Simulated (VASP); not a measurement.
A run of VASP 6.6.1 is set up as follows.

INCAR

```
SYSTEM = Tl
PREC = Accurate
ENCUT = 520
EDIFF = 1E-7
ISMEAR = 0
SIGMA = 0.15
LREAL = .FALSE.
LASPH = .TRUE.
NELM = 60
ALGO = Fast
ISIF = 2
LWAVE = .FALSE.
LCHARG = .FALSE.
GGA = PS
NBANDS = 12
```

File KPOINTS:

```
regular mesh
0
G
  18 18 18
  0 0 0
```

POSCAR

```
Tl
1.0
   -1.9410000000      1.9410000000      1.8827700000
    1.9410000000     -1.9410000000      1.8827700000
    1.9410000000      1.9410000000     -1.8827700000
Tl
1
Direct
    0.0000000000      0.0000000000      0.0000000000
```

Potentials or basis: VASP PAW PBE potentials, release 64 (Tl_d).

The run is started by

```sh
$ cat potpaw_PBE.64/Tl_d/POTCAR > POTCAR
$ mpirun -np 1 vasp_std > vasp.out
```

(1) What does it give for the pressure?

(2) Predict the band gap on the k mesh.

Results:

(1) 0.2 GPa.

(2) zero (an odd number of electrons rules out a gap without spin polarisation).

Caveat: the cell differs from its parent crystal (strain +0.000 along x and y, -0.030 along z); the PAW data sets were made with another functional, which shifts forces and pressure a little; spin-orbit coupling is left out, which moves the levels of the heavy elements.
